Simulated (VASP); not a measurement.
# SrTiO3 (Pm-3m) in VASP: single point with PBE

Aim: the single point of SrTiO3 with PBE.

Program: VASP 6.6.1. These are calculated values, not measurements. Logs are shortened: lines on timing, memory, paths and dates and some standing lists are left out, and cuts for length are marked.

### Step 1. The cell of the first run

The structure is cubic, space group Pm-3m (No. 221). Conventional cell: a = 3.907 Å, b = 3.907 Å, c = 3.907 Å, α = 90.00°, β = 90.00°, γ = 90.00°. Sr (site symmetry m-3m) has 12 O at 2.76 Å and 8 Ti at 3.38 Å within 3.6 Å. Within 2.6 Å of Ti (site symmetry m-3m) lie 6 O at 1.95 Å. Within 2.6 Å of O (site symmetry 4/mmm) lie 2 Ti at 1.95 Å.

### Step 2. Single point, PBE, non-collinear spin, zero start, spin-orbit coupling

Input file INCAR:

```
SYSTEM = SrTiO3
PREC = Accurate
ENCUT = 520
EDIFF = 1E-6
ISMEAR = 0
SIGMA = 0.01
LREAL = .FALSE.
LASPH = .TRUE.
NELM = 150
ALGO = Normal
ISIF = 2
LWAVE = .FALSE.
LCHARG = .FALSE.
MAGMOM = 0 0 0 0 0 0 0 0 0 0 0 0 0 0 0
LORBIT = 11
LSORBIT = .TRUE.
GGA_COMPAT = .FALSE.
LORBMOM = .TRUE.
LMAXMIX = 4
GGA = PE
NBANDS = 55
```

Input file KPOINTS:

```
Automatic mesh
0
G
  6 6 6
  0 0 0
```

Input file POSCAR:

```
SrTiO3
1.0
    3.9068515418      0.0000000000      0.0000000000
    0.0000000000      3.9068515418      0.0000000000
    0.0000000000      0.0000000000      3.9068515418
Sr Ti O
1 1 3
Direct
    0.0000000000      0.0000000000      0.0000000000
    0.5000000000      0.5000000000      0.5000000000
    0.5000000000      0.0000000000      0.5000000000
    0.5000000000      0.5000000000      0.0000000000
    0.0000000000      0.5000000000      0.5000000000
```

Potentials or basis: VASP PAW PBE potentials, release 64 (Sr_sv, Ti_sv, O).

Run with:

```
$ cat potpaw_PBE.64/Sr_sv/POTCAR potpaw_PBE.64/Ti_sv/POTCAR potpaw_PBE.64/O/POTCAR > POTCAR
$ mpirun -np 1 vasp_ncl > vasp.out
```

OUTCAR:

```text
SYSTEM = SrTiO3
   PREC = Accurate
   ENCUT = 520
   EDIFF = 1E-6
   ISMEAR = 0
   LREAL = .FALSE.
   LASPH = .TRUE.
   NELM = 150
   ISIF = 2
   LORBIT = 11
   LSORBIT = .TRUE.
   GGA = PE

 ion  position               nearest neighbor table
   1  0.000  0.000  0.000-   3 2.76   4 2.76   5 2.76   3 2.76   5 2.76   4 2.76   5 2.76   5 2.76
                             3 2.76   4 2.76   3 2.76   4 2.76   2 3.38   2 3.38   2 3.38   2 3.38
   2  0.500  0.500  0.500-   3 1.95   4 1.95   5 1.95   4 1.95   3 1.95   5 1.95   1 3.38   1 3.38
                             1 3.38   1 3.38   1 3.38   1 3.38   1 3.38   1 3.38
   3  0.500  0.000  0.500-   2 1.95   2 1.95   1 2.76   1 2.76   1 2.76   1 2.76
   4  0.500  0.500  0.000-   2 1.95   2 1.95   1 2.76   1 2.76   1 2.76   1 2.76
   5  0.000  0.500  0.500-   2 1.95   2 1.95   1 2.76   1 2.76   1 2.76   1 2.76

  LATTYP: Found a simple cubic cell.
 ALAT       =     3.9068515418

  Lattice vectors:

 A1 = (   3.9068515418,   0.0000000000,   0.0000000000)
 A2 = (   0.0000000000,   3.9068515418,   0.0000000000)
 A3 = (   0.0000000000,   0.0000000000,   3.9068515418)

Analysis of symmetry for initial positions (statically):
=====================================================================
 Subroutine PRICEL returns:
 Original cell was already a primitive cell.

 Routine SETGRP: Setting up the symmetry group for a
 simple cubic supercell.

 Subroutine GETGRP returns: Found 48 space group operations
 (whereof 48 operations were pure point group operations)
 out of a pool of 48 trial point group operations.

The static configuration has the point symmetry O_h .

Analysis of symmetry for dynamics (positions and initial velocities):
=====================================================================
 Subroutine PRICEL returns:
 Original cell was already a primitive cell.

 Routine SETGRP: Setting up the symmetry group for a
 simple cubic supercell.

 Subroutine GETGRP returns: Found 48 space group operations
 (whereof 48 operations were pure point group operations)
 out of a pool of 48 trial point group operations.

The dynamic configuration has the point symmetry O_h .

Analysis of structural, dynamic, and magnetic symmetry:
=====================================================================
 Subroutine PRICEL returns:
 Original cell was already a primitive cell.

 Routine SETGRP: Setting up the symmetry group for a
 simple cubic supercell.

 Subroutine GETGRP returns: Found 48 space group operations
 (whereof 48 operations were pure point group operations)
 out of a pool of 48 trial point group operations.

The overall configuration has the point symmetry O_h .

 Subroutine INISYM returns: Found 48 space group operations
 (whereof 48 operations are pure point group operations),
 and found     1 'primitive' translations

----------------------------------------------------------------------------------------

                                     Primitive cell

  volume of cell :      59.6322

  direct lattice vectors                    reciprocal lattice vectors
     3.906851542  0.000000000  0.000000000     0.255960583  0.000000000  0.000000000
     0.000000000  3.906851542  0.000000000     0.000000000  0.255960583  0.000000000
     0.000000000  0.000000000  3.906851542     0.000000000  0.000000000  0.255960583

  length of vectors
     3.906851542  3.906851542  3.906851542     0.255960583  0.255960583  0.255960583

  position of ions in fractional coordinates (direct lattice)
     0.000000000  0.000000000  0.000000000
     0.500000000  0.500000000  0.500000000
     0.500000000  0.000000000  0.500000000
     0.500000000  0.500000000  0.000000000
     0.000000000  0.500000000  0.500000000

  ion indices of the primitive-cell ions
   primitive index   ion index
                 1           1
                 2           2
                 3           3
                 4           4
                 5           5

[... 120 lines left out ...]
 val. band max:        4.1595173158   @ k =   0.5000   0.5000   0.5000
 cond. band min:       5.9972095917   @ k =   0.0000   0.0000   0.0000
 fundamental gap:      1.8376922760
 Fermi energy:         4.2773053178

 k-point     1 :       0.0000    0.0000    0.0000
  band No.  band energies     occupation
      1     -52.3170      1.00000
      2     -52.3170      1.00000
      3     -28.9946      1.00000
      4     -28.9946      1.00000
      5     -28.6362      1.00000
      6     -28.6362      1.00000
[... 1089 lines left out ...]
     51      11.1125      0.00000
     52      11.1125      0.00000
 [bands above 52 left out]

------------------------ aborting loop because EDIFF is reached ----------------------------------------

  FORCE on cell =-STRESS in cart. coord.  units (eV):
  Direction    XX          YY          ZZ          XY          YZ          ZX
  --------------------------------------------------------------------------------------
  -------------------------------------------------------------------------------------
  Total        1.7535883      1.7535883      1.7535883     -0.0000000      0.0000000     -0.0000000
  in kB       47.1148154     47.1148154     47.1148154     -0.0000000      0.0000000     -0.0000000
  external PRESSURE =      47.1148154 kB  Pullay stress =       0.0000000 kB

 VOLUME and BASIS-vectors are now :
 -----------------------------------------------------------------------------
  energy-cutoff  :      520.00
  volume of cell :       59.63
      direct lattice vectors                 reciprocal lattice vectors
     3.906851542  0.000000000  0.000000000     0.255960583  0.000000000  0.000000000
     0.000000000  3.906851542  0.000000000     0.000000000  0.255960583  0.000000000
     0.000000000  0.000000000  3.906851542     0.000000000  0.000000000  0.255960583

 POSITION                                       TOTAL-FORCE (eV/Angst)
 -----------------------------------------------------------------------------------
      0.00000      0.00000      0.00000         0.000000      0.000000      0.000000
      1.95343      1.95343      1.95343         0.000000      0.000000      0.000000
      1.95343      0.00000      1.95343         0.000000      0.000000      0.000000
      1.95343      1.95343      0.00000         0.000000      0.000000      0.000000
      0.00000      1.95343      1.95343         0.000000      0.000000      0.000000
 -----------------------------------------------------------------------------------
    total drift:                                0.000000      0.000000      0.000000

  FREE ENERGIE OF THE ION-ELECTRON SYSTEM (eV)
  ---------------------------------------------------
  free  energy   TOTEN  =       -40.1704577924 eV

  energy  without entropy=      -40.1704577924  energy(sigma->0) =      -40.17045779

 orbital moment (x)

 # of ion     p       d       tot
 ----------------------------------------
  1         0.000  -0.000   0.000
  2        -0.000   0.000   0.000
  3         0.000   0.000   0.000
  4        -0.000   0.000  -0.000
  5         0.000   0.000   0.000
 ----------------------------------------
            0.000  -0.000   0.000

 orbital moment (y)

 # of ion     p       d       tot
 ----------------------------------------
  1         0.000   0.000   0.000
  2        -0.000  -0.000  -0.000
  3        -0.000   0.000  -0.000
  4         0.000   0.000   0.000
  5         0.000   0.000   0.000
 ----------------------------------------
            0.000   0.000   0.000

 orbital moment (z)

 # of ion     p       d       tot
 ----------------------------------------
  1         0.000   0.000   0.000
  2         0.000   0.000   0.000
  3         0.000   0.000   0.000
  4         0.000   0.000   0.000
  5         0.000   0.000   0.000
 ----------------------------------------
            0.000   0.000   0.000

 Spin-Orbit-Coupling matrix elements

 Ion:    1  E_soc:     -0.1742498
 l=   1
     0.0000000    -0.0290223    -0.0290223
    -0.0290223     0.0000000    -0.0290223
    -0.0290223    -0.0290223     0.0000000
 l=   2
     0.0000000    -0.0000044     0.0000000    -0.0000044    -0.0000150
    -0.0000044     0.0000000    -0.0000112    -0.0000044    -0.0000037
     0.0000000    -0.0000112     0.0000000    -0.0000112     0.0000000
    -0.0000044    -0.0000044    -0.0000112     0.0000000    -0.0000037
    -0.0000150    -0.0000037     0.0000000    -0.0000037     0.0000000
 l=   3
     0.0000000     0.0000000     0.0000000     0.0000000     0.0000000     0.0000000     0.0000000
     0.0000000     0.0000000     0.0000000     0.0000000     0.0000000     0.0000000     0.0000000
     0.0000000     0.0000000     0.0000000     0.0000000     0.0000000     0.0000000     0.0000000
     0.0000000     0.0000000     0.0000000     0.0000000     0.0000000     0.0000000     0.0000000
[... 69 lines left out ...]
 l=   2
     0.0000000     0.0000000     0.0000000     0.0000000     0.0000000
     0.0000000     0.0000000     0.0000000     0.0000000     0.0000000
     0.0000000     0.0000000     0.0000000     0.0000000     0.0000000
     0.0000000     0.0000000     0.0000000     0.0000000     0.0000000
     0.0000000     0.0000000     0.0000000     0.0000000     0.0000000
 l=   3
     0.0000000     0.0000000     0.0000000     0.0000000     0.0000000     0.0000000     0.0000000
     0.0000000     0.0000000     0.0000000     0.0000000     0.0000000     0.0000000     0.0000000
     0.0000000     0.0000000     0.0000000     0.0000000     0.0000000     0.0000000     0.0000000
     0.0000000     0.0000000     0.0000000     0.0000000     0.0000000     0.0000000     0.0000000
     0.0000000     0.0000000     0.0000000     0.0000000     0.0000000     0.0000000     0.0000000
     0.0000000     0.0000000     0.0000000     0.0000000     0.0000000     0.0000000     0.0000000
     0.0000000     0.0000000     0.0000000     0.0000000     0.0000000     0.0000000     0.0000000

 total charge

# of ion       s       p       d       tot
------------------------------------------
    1        1.998   5.816   0.201   8.016
    2        2.231   6.320   1.759  10.309
    3        1.565   3.493   0.000   5.057
    4        1.565   3.493   0.000   5.057
    5        1.565   3.493   0.000   5.057
--------------------------------------------------
tot          8.923  22.615   1.960  33.498

 magnetization (x)

# of ion       s       p       d       tot
------------------------------------------
    1        0.000  -0.000   0.000   0.000
    2        0.000  -0.000   0.000   0.000
    3        0.000  -0.000   0.000  -0.000
    4       -0.000   0.000   0.000   0.000
    5        0.000  -0.000   0.000  -0.000
--------------------------------------------------
tot          0.000  -0.000   0.000   0.000

 magnetization (y)

# of ion       s       p       d       tot
------------------------------------------
    1       -0.000  -0.000   0.000  -0.000
    2        0.000  -0.000  -0.000  -0.000
    3        0.000   0.000   0.000   0.000
    4       -0.000  -0.000   0.000  -0.000
    5       -0.000   0.000   0.000  -0.000
--------------------------------------------------
tot         -0.000  -0.000   0.000  -0.000

 magnetization (z)

# of ion       s       p       d       tot
------------------------------------------
    1        0.000  -0.000  -0.000  -0.000
    2       -0.000  -0.000  -0.000  -0.000
    3       -0.000   0.000   0.000   0.000
    4       -0.000  -0.000   0.000  -0.000
    5       -0.000   0.000   0.000   0.000
--------------------------------------------------
tot         -0.000  -0.000  -0.000  -0.000
```

Run time: 4.2 min. Hardware: 1 thread of Intel Xeon 6975P-C, shared host; peak memory 0.33 GiB.

What came out:

| Quantity | Value |
| --- | --- |
| Free energy | -40.1705 eV |
| Pressure | 4.7 GPa |
| Net moment | 0.00 μB per cell |
| Valence electrons inside the program's atomic spheres | Sr 8.02; Ti 10.31; O 5.06 |

Moments on the atoms (μB; x, y, z):
```
Sr  0.00 0.00 0.00
Ti  0.00 0.00 0.00
O   0.00 0.00 0.00
O   0.00 0.00 0.00
O   0.00 0.00 0.00
```
